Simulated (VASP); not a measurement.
# ZrAl2 in VASP: notebook

Runs on ZrAl2. Level: PBE. Tasks: single point.

Everything below comes from runs of VASP 6.6.1. Logs are shortened: lines on timing, memory, paths and dates and some standing lists are left out, and cuts for length are marked.

### Step 1. The cell of the first run

The cell holds a disordered packing, 24 atoms: a = 7.705 Å, b = 7.771 Å, c = 7.708 Å, α = 87.33°, β = 91.93°, γ = 87.52°.

### Step 2. Single point, PBE

INCAR reads:

```
SYSTEM = ZrAl2
PREC     = Accurate       ! precision mode
ENCUT    = 400            ! plane-wave cutoff, eV
EDIFF    = 1E-6           ! SCF threshold, eV
ISMEAR   = -1             ! smearing method
SIGMA    = 0.0664         ! smearing width, eV
LREAL    = Auto         
LASPH    = .True.         ! aspherical terms in the spheres
NELM     = 120            ! most SCF steps
ALGO     = Normal         ! electronic algorithm
ISIF     = 2              ! what is computed and relaxed
LWAVE    = .False.        ! write WAVECAR
LCHARG   = .False.        ! write CHGCAR
GGA      = PE             ! functional
NBANDS   = 90             ! bands
ISYM     = -1           
GGA_COMPAT= .False.
```

KPOINTS reads:

```
explicit points
1
Reciprocal
  0.25000000   0.25000000   0.25000000 1
```

POSCAR reads:

```
ZrAl2
1.0
    7.7016390000      0.1689720000     -0.1318520000
    0.1689720000      7.7666440000      0.1814760000
   -0.1318520000      0.1814760000      7.7043200000
Al Zr
16 8
Direct
    0.4722791789      0.2944538595      0.0485559590
    0.1225624898      0.1328785538      0.3633149767
    0.7662533360      0.2371002137      0.2603743142
    0.3976947720      0.8422554175      0.5530909551
    0.7217835323      0.3435652374      0.8551869285
    0.9312405490      0.0017274861      0.1082989065
    0.6624584142      0.8314813923      0.3077437788
    0.8886814478      0.5029796553      0.3568559834
    0.2180293941      0.5100704376      0.2247164018
    0.6899231224      0.0641859214      0.5918639853
    0.9481549098      0.2958776483      0.6242974629
    0.1544390040      0.5910323374      0.5577342202
    0.0903016505      0.2866425164      0.9521984699
    0.4558240331      0.1220903022      0.3473439383
   -0.0274163446      0.8535690950      0.4234405885
    0.6002355293      0.6009854675      0.1175187189
    0.0811510763      0.9265590740      0.7604270977
    0.7801913370      0.6716057527      0.6874722834
    0.5326344196      0.4440654324      0.4801492792
    0.3674441915      0.2104937832      0.7191856883
    0.3005214425      0.8792893989      0.1469370990
    0.3525804249      0.6103367592      0.8550797423
    0.6103174612      0.9465134876      0.9433761962
    0.9513526743      0.6326277713      0.0008284956
```

Potentials or basis: VASP PAW PBE potentials, release 64 (Al, Zr_sv).

The run is started by

```console
> cat potpaw_PBE.64/Al/POTCAR potpaw_PBE.64/Zr_sv/POTCAR > POTCAR
> mpirun -np 1 vasp_std > vasp.out
```

OUTCAR:

```text
SYSTEM = ZrAl2
   PREC = Accurate
   ENCUT = 400
   EDIFF = 1E-6
   ISMEAR = -1
   LREAL = Auto
   LASPH = .True.
   NELM = 120
   ISIF = 2
   GGA = PE
   ISYM = -1

 ion  position               nearest neighbor table
   1  0.472  0.294  0.049-   5 2.50  14 2.62  16 2.69  20 2.75   3 2.75  22 2.91   9 2.93  13 3.01
                            23 3.02  19 3.60  21 3.60
   2  0.123  0.133  0.363-  15 2.53  14 2.57   6 2.68  11 2.78   3 2.90  21 2.96   9 3.20   4 3.29
                             8 3.32  13 3.33  20 3.37  17 3.42
   3  0.766  0.237  0.260-   8 2.44   6 2.54  14 2.68   1 2.75   2 2.90  10 2.92  19 2.98  11 3.15
                            16 3.19   5 3.20   7 3.29  23 3.61
   4  0.398  0.842  0.553-  14 2.69  12 2.76   7 2.83  10 2.91  22 2.92  17 3.03  21 3.19  20 3.19
                             2 3.29  18 3.29  19 3.30  23 3.52
   5  0.722  0.344  0.855-   1 2.50  11 2.56  18 2.86  13 2.92  16 3.05  10 3.05  20 3.13  24 3.14
                             3 3.20  19 3.24  23 3.29  22 3.45
   6  0.931  0.002  0.108-   3 2.54  15 2.64   2 2.68  23 2.80  13 2.82   7 2.94  21 2.96  24 3.02
                            17 3.03
   7  0.662  0.831  0.308-  16 2.42  15 2.54  14 2.74   4 2.83  10 2.91  23 2.92   6 2.94  21 3.01
                             8 3.03  18 3.21   3 3.29  19 3.44
   8  0.889  0.503  0.357-   3 2.44  11 2.57  12 2.66   9 2.77  15 2.89  16 2.89  24 2.94  19 2.98
                             7 3.03  18 3.04   2 3.32
   9  0.218  0.510  0.225-  12 2.73  24 2.75   8 2.77   1 2.93  13 2.96  21 3.00  19 3.08  22 3.14
                            16 3.18   2 3.20
  10  0.690  0.064  0.592-  14 2.57  11 2.75  20 2.91   4 2.91   7 2.91  23 2.91   3 2.92  15 3.03
                             5 3.05  18 3.15  19 3.21  17 3.35
  11  0.948  0.296  0.624-   5 2.56   8 2.57  13 2.72  10 2.75   2 2.78  12 2.88  17 3.13   3 3.15
                            18 3.21  20 3.32  19 3.48
  12  0.154  0.591  0.558-  15 2.58   8 2.66  22 2.72   9 2.73   4 2.76  11 2.88  18 3.13  17 3.14
                            19 3.17  20 3.48
  13  0.090  0.287  0.952-  11 2.72   6 2.82  20 2.90  24 2.90   5 2.92   9 2.96   1 3.01  17 3.23
                             2 3.33  22 3.37
  14  0.456  0.122  0.347-   2 2.57  10 2.57   1 2.62   3 2.68   4 2.69   7 2.74  21 2.78  19 2.83
                            20 3.07
  15  0.973  0.854  0.423-   2 2.53   7 2.54  12 2.58   6 2.64  17 2.79   8 2.89  18 2.91  10 3.03
                            21 3.37
  16  0.600  0.601  0.118-   7 2.42   1 2.69  22 2.73   8 2.89  24 2.90  23 2.95   5 3.05  19 3.07
                            21 3.12   9 3.18   3 3.19
  17  0.081  0.927  0.760-  15 2.79   4 3.03   6 3.03  24 3.09  11 3.13  12 3.14  18 3.17  22 3.20
                            20 3.20  13 3.23  10 3.35  21 3.37   2 3.42
  18  0.780  0.672  0.687-  24 2.71   5 2.86  15 2.91   8 3.04  19 3.11  12 3.13  10 3.15  17 3.17
                            11 3.21   7 3.21  23 3.24   4 3.29  22 3.62
  19  0.533  0.444  0.480-  14 2.83  20 2.89   8 2.98   3 2.98  16 3.07   9 3.08  18 3.11  12 3.17
                            10 3.21   5 3.24   4 3.30   7 3.44  11 3.48  22 3.52   1 3.60
  20  0.367  0.210  0.719-   1 2.75  19 2.89  13 2.90  10 2.91  14 3.07   5 3.13  23 3.13   4 3.19
                            17 3.20  11 3.32  22 3.32   2 3.37  12 3.48
  21  0.301  0.879  0.147-  14 2.78  23 2.95   2 2.96   6 2.96   9 3.00   7 3.01  16 3.12  22 3.16
                             4 3.19  15 3.37  17 3.37  24 3.55   1 3.60
  22  0.353  0.610  0.855-  12 2.72  16 2.73   1 2.91   4 2.92   9 3.14  21 3.16  17 3.20  20 3.32
                            24 3.32  13 3.37  23 3.43   5 3.45  19 3.52  18 3.62
  23  0.610  0.947  0.943-   6 2.80  10 2.91   7 2.92  16 2.95  21 2.95   1 3.02  20 3.13  18 3.24
                             5 3.29  22 3.43  24 3.51   4 3.52   3 3.61
  24  0.951  0.633  0.001-  18 2.71   9 2.75  13 2.90  16 2.90   8 2.94   6 3.02  17 3.09   5 3.14
                            22 3.32  23 3.51  21 3.55

IMPORTANT INFORMATION: All symmetrisations will be switched off!
NOSYMM: (Re-)initialisation of all symmetry stuff for point group C_1.

----------------------------------------------------------------------------------------

                                     Primitive cell

  volume of cell :     460.2240

  direct lattice vectors                    reciprocal lattice vectors
     7.701639000  0.168972000 -0.131852000     0.129944927 -0.002880646  0.002291736
     0.168972000  7.766644000  0.181476000    -0.002880646  0.128890504 -0.003085328
    -0.131852000  0.181476000  7.704320000     0.002291736 -0.003085328  0.129909205

  length of vectors
     7.704620677  7.770601270  7.707584910     0.129997055  0.128959604  0.129966045

  position of ions in fractional coordinates (direct lattice)
     0.472279179  0.294453860  0.048555959
     0.122562490  0.132878554  0.363314977
     0.766253336  0.237100214  0.260374314
     0.397694772  0.842255417  0.553090955
     0.721783532  0.343565237  0.855186928
     0.931240549  0.001727486  0.108298907
[... 16 lines left out ...]
     0.610317461  0.946513488  0.943376196
     0.951352674  0.632627771  0.000828496

  ion indices of the primitive-cell ions
   primitive index   ion index
                 1           1
                 2           2
                 3           3
                 4           4
                 5           5
                 6           6
[... 16 lines left out ...]
                23          23
                24          24

----------------------------------------------------------------------------------------

 KPOINTS: explicit points

Read explicit list of k-points.

 Found      1 k-points:

 Following reciprocal coordinates:
            Coordinates               Weight
  0.250000  0.250000  0.250000      1.000000
   k-points           NKPTS =      1   k-points in BZ     NKDIM =      1   number of bands    NBANDS=     90
   number of dos      NEDOS =    301   number of ions     NIONS =     24
   total plane-waves  NPLWV = 135000
   dimension x,y,z NGX =    50 NGY =   54 NGZ =   50
   dimension x,y,z NGXF=   100 NGYF=  108 NGZF=  100
   ions per type =              16   8
   NGX,Y,Z   is equivalent  to a cutoff of  10.79, 11.55, 10.78 a.u.
   NGXF,Y,Z  is equivalent  to a cutoff of  21.58, 23.11, 21.57 a.u.
 SYSTEM =  ZrAl2
   PREC   = accura    normal or accurate (medium, high low for compatibility)
   ISTART =      0    job   : 0-new  1-cont  2-samecut
   ICHARG =      2    charge: 1-file 2-atom 10-const
   ISPIN  =      1    spin polarized calculation?
   LNONCOLLINEAR =      F non collinear calculations
   LSORBIT =      F    spin-orbit coupling
   LASPH  =      T    aspherical Exc in radial PAW
   ENCUT  =  400.0 eV  29.40 Ry    5.42 a.u.  12.56 12.67 12.57*2*pi/ulx,y,z
   NELM   =    120;   NELMIN=  2; NELMDL= -5     # of ELM steps
   EDIFF  = 0.1E-05   stopping-criterion for ELM
   LREAL  =      T    real-space projection
   EDIFFG = 0.1E-04   stopping-criterion for IOM
   NSW    =      0    number of steps for IOM
   IBRION =     -1    ionic relax: 0-MD 1-quasi-New 2-CG
   NFREE  =      0    steps in history (QN), initial steepest desc. (CG)
   ISIF   =      2    stress and relaxation
   ISYM   =     -1    0-nonsym 1-usesym 2-fastsym
   POTIM  = 0.5000    time-step for ionic-motion
   TEBEG  =    0.0;   TEEND  =   0.0 temperature during run
   PSTRESS=    0.0 pullay stress
   NELECT =     144.0000    total number of electrons
   NUPDOWN=      -1.0000    fix difference up-down
   EMIN   =  10.00;   EMAX   =-10.00  energy-range for DOS
   EFERMI =   0.00;   METHOD = LEGACY
   ISMEAR =    -1;   SIGMA  =   0.07  broadening in eV -4-tet -1-fermi 0-gaus
   EFERMI_NEDOS =   21; number of points for ismear=-14 and -15
   IALGO  =     38    algorithm
   IMIX   =      4    mixing-type and parameters
     AMIX     =   0.40;   BMIX     =  1.00
     AMIX_MAG =   1.60;   BMIX_MAG =  1.00
  volume/ion in A,a.u.               =      19.18       129.41
  Fermi-wavevector in a.u.,A,eV,Ry     =   1.111406  2.100252 16.806220  1.235222
  Thomas-Fermi vector in A             =   2.247968
   LORBIT       =      0    0 simple, 1 ext, 2 COOP (PROOUT), +10 PAW based schemes
   GGA     = PE    functional components
   LHFCALC =     F    Hartree Fock is set to
   AEXX    =    0.0000 exact exchange contribution
   IVDW    =     0    specifies the selected vdW correction
   LEPSILON=     F    determine dielectric tensor
   LRPA    =     F    only Hartree local field effects (RPA)
 non-spin polarized calculation
  energy-cutoff  :      400.00
  volume of cell :      460.22
 maximum number of plane-waves:      8355
 NGX is ok and might be reduce to    50
   NGX = 25   NGY = 25   NGZ = 25

 number of electron     143.9999997 magnetization

 Free energy of the ion-electron system (eV)
  ---------------------------------------------------
  ext. energy  EPLUGINS =         0.00000000
  ---------------------------------------------------
  free energy    TOTEN  =      -131.11057045 eV

  energy without entropy =     -130.89142869  energy(sigma->0) =     -131.00099957

 E-fermi :   7.9633     XC(G=0): -10.4354

 val. band max:        7.9034638477   @ k =   0.2500   0.2500   0.2500
 cond. band min:       8.0256531169   @ k =   0.2500   0.2500   0.2500
 fundamental gap:      0.1221892692
 Fermi energy:         7.9632851254

 k-point     1 :       0.2500    0.2500    0.2500
  band No.  band energies     occupation
      1     -40.9579      2.00000
      2     -40.8829      2.00000
      3     -40.8301      2.00000
      4     -40.7951      2.00000
      5     -40.7240      2.00000
      6     -40.7018      2.00000
[... 76 lines left out ...]
     83       9.3041      0.00000
     84       9.4372      0.00000
 [bands above 84 left out]

------------------------ aborting loop because EDIFF is reached ----------------------------------------

  FORCE on cell =-STRESS in cart. coord.  units (eV):
  Direction    XX          YY          ZZ          XY          YZ          ZX
  --------------------------------------------------------------------------------------
  -------------------------------------------------------------------------------------
  Total        4.2211190     -3.5118437      8.6464604     12.7080839     -0.1801835      4.2447249
  in kB       14.6949765    -12.2257772     30.1009120     44.2406371     -0.6272727     14.7771556
  external PRESSURE =      10.8567038 kB  Pullay stress =       0.0000000 kB

 VOLUME and BASIS-vectors are now :
 -----------------------------------------------------------------------------
  energy-cutoff  :      400.00
  volume of cell :      460.22
      direct lattice vectors                 reciprocal lattice vectors
     7.701639000  0.168972000 -0.131852000     0.129944927 -0.002880646  0.002291736
     0.168972000  7.766644000  0.181476000    -0.002880646  0.128890504 -0.003085328
    -0.131852000  0.181476000  7.704320000     0.002291736 -0.003085328  0.129909205

 POSITION                                       TOTAL-FORCE (eV/Angst)
 -----------------------------------------------------------------------------------
      3.68068      2.37553      0.36526        -1.050405     -0.525794      0.815625
      0.91848      1.11866      2.80705         0.110164      0.726064      0.403627
      5.90714      2.01820      1.94800        -0.468114     -0.655581     -0.396554
      3.13229      6.70907      4.36160         0.364696     -0.133949      0.348700
      5.50421      2.94551      6.55581        -0.513584     -0.079963     -0.019712
      7.15809      0.19042      0.71190         0.511944     -0.456454     -0.804224
[... 16 lines left out ...]
      4.73599      7.62556      7.35937        -0.353411      0.383422     -0.644918
      7.43376      5.07430     -0.00425        -0.022940      0.158487      1.259121
 -----------------------------------------------------------------------------------
    total drift:                               -0.001604      0.001113      0.002508

  FREE ENERGIE OF THE ION-ELECTRON SYSTEM (eV)
  ---------------------------------------------------
  free  energy   TOTEN  =      -131.1105704502 eV

  energy  without entropy=     -130.8914286858  energy(sigma->0) =     -131.00099957
```

Wall time 48 s (1 thread of AMD EPYC 9R45 (Zen 5), shared host); peak memory 0.3 GiB.

What came out:

```
Free energy   : -131.1106 eV
Pressure      : 1.1 GPa
Largest force : 1.733 eV/Å
```

Forces in eV/Å, atoms in the order of the input:
```
Al  -1.050 -0.526  0.816
Al   0.110  0.726  0.404
Al  -0.468 -0.656 -0.397
Al   0.365 -0.134  0.349
Al  -0.514 -0.080 -0.020
Al   0.512 -0.456 -0.804
Al  -0.376  0.306  0.921
Al   0.048  1.539 -0.296
Al   0.576 -0.338 -0.165
Al   0.763 -0.325  0.450
Al   0.645 -0.370 -0.062
Al   0.459 -0.551  0.491
Al   0.801 -0.092  0.336
Al  -0.085  0.152 -0.091
Al  -0.033 -0.202 -0.444
Al  -0.058 -0.554 -0.575
Zr   0.031  1.334  0.205
Zr  -0.176  0.392 -1.679
Zr  -0.064  1.157 -0.748
Zr  -0.989 -0.972  0.245
Zr  -0.415 -0.381  0.430
Zr   0.296 -0.512  0.018
Zr  -0.353  0.383 -0.645
Zr  -0.023  0.158  1.259
```

Levels at points of the mesh, in eV from the Fermi level:
```tsv
k point	band 68	band 69	band 70	band 71	band 72	band 73	band 74	band 75	band 76	band 77
(0.25, 0.25, 0.25)	-0.51	-0.45	-0.40	-0.20	-0.06	0.06	0.20	0.32	0.53	0.61
```

Caveat: the atoms stand as in a frame of molecular dynamics.

[end of part 1 of 3]
